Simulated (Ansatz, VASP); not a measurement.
## One calculation of SbSeBr3, two programs

```
Sb Se Br
1.0
     4.68618    2.70557    4.10197
    -4.68618    2.70557    4.10197
     0.00000   -5.41114    4.10197
Sb Se Br
1 1 3
Direct
  0.70817 0.70817 0.70817
  0.50658 0.50658 0.50658
  0.63384 0.07651 0.63384
  0.63384 0.63384 0.07651
  0.07651 0.63384 0.63384
```

Change from the starting cell: species swapped into the MnTlF3 type (R3m, No. 160).

Alike in both runs: functional PBE; k mesh 6 × 6 × 6; occupations gaussian, width 0.01 eV; no spin polarisation.

Ansatz relaxed the structure, and its values are those at the end. VASP's run is a single point on that final structure, the one shown.

```csv
,VASP,Ansatz
version,VASP 6.6.1,Ansatz 0.2.0
potentials or method,"VASP PAW PBE potentials, release 64 (Sb, Se, Br), cutoff 520 eV","scalar-relativistic, plane waves, PAW"
valence electrons in the cell,32,52
```

```tsv
	VASP	Ansatz	Ansatz less VASP
gap on the k mesh at the Fermi level (eV)	0.13	0.13	0.000
least direct gap on the mesh (eV)	0.25	0.25	0.000
pressure (GPa)	0.0	0.0	0.00
rms of the force components (eV/Å)	0.009	0.002	-0.0066
```

The functional is the same, so the differences come from potentials, cutoffs and numerics. VASP's potentials hold 32 valence electrons a cell and Ansatz's 52, so a difference there can come from the potentials and not from the codes. Ansatz's warnings: xc potential rough in thin density.

Spin-orbit coupling is off throughout.
